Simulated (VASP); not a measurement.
Set up this calculation in VASP 6.6.1, as the native input.

```yaml
Task: relaxation of cell and atoms
Functional: LDA
Potentials_or_basis: VASP PAW LDA potentials, release 64 (Be)
Cutoff: 600 eV
k_mesh: 17 × 17 × 17
Occupations: fermi-dirac, width 0.1 eV
Spin: no spin polarisation
Dipole_correction: no
Further_INCAR_settings: ALGO = Normal; EDIFF = 1e-07; IBRION = 2; EDIFFG = -0.02; NSW = 80; ISIF = 3
```

The structure of Be lies in POSCAR:

```
Be
1.0
    0.0000000000      2.1900000000      2.1900000000
    2.1900000000      0.0000000000      2.1900000000
    2.1900000000      2.1900000000      0.0000000000
Be
2
Direct
    1.0000000000      1.0000000000      1.0000000000
    0.2500000000      0.2500000000      0.2500000000
```

This isn't the form of Be at room conditions, which is hcp.

The input as run:

INCAR

```
ALGO = Normal
EDIFF = 1E-7
EDIFFG = -0.02
ENCUT = 600
GGA = CA
GGA_COMPAT = F
IBRION = 2
ISIF = 3
ISMEAR = -1
LASPH = T
LCHARG = F
LREAL = F
LWAVE = F
NELM = 120
NELMIN = 4
NSW = 80
PREC = Accurate
SIGMA = 0.1
```

KPOINTS

```
k-points
0
Gamma
  17 17 17
```

Potentials or basis: VASP PAW LDA potentials, release 64 (Be).

Run with:

```console
$ cat potpaw_LDA.64/Be/POTCAR > POTCAR
$ mpirun -np 1 vasp_std > vasp.out
```

Results of the run:

```
Relaxed volume                        : 14.13 Å³/atom
Relaxed cell                          : a = 3.419 Å, b = 3.419 Å, c = 3.419 Å, α = 60.00°, β = 60.00°, γ = 60.00°
Space group after relaxing (to 0.1 Å) : Fd-3m (No. 227)
Energy gained by relaxing             : 204.5 meV/atom
Ionic steps                           : 4
Pressure after relaxing               : -0.2 GPa
Band gap on the k mesh                : zero (bands 2 and 3 overlap by 6.30 eV)
```

Caveat: the volume moved by over 15 % at a fixed basis, so the end points are rough.

Run time: 67 s on 1 thread of AMD EPYC 7R13 Processor (Zen 3), with other jobs on the host, peak memory 0.12 GiB.
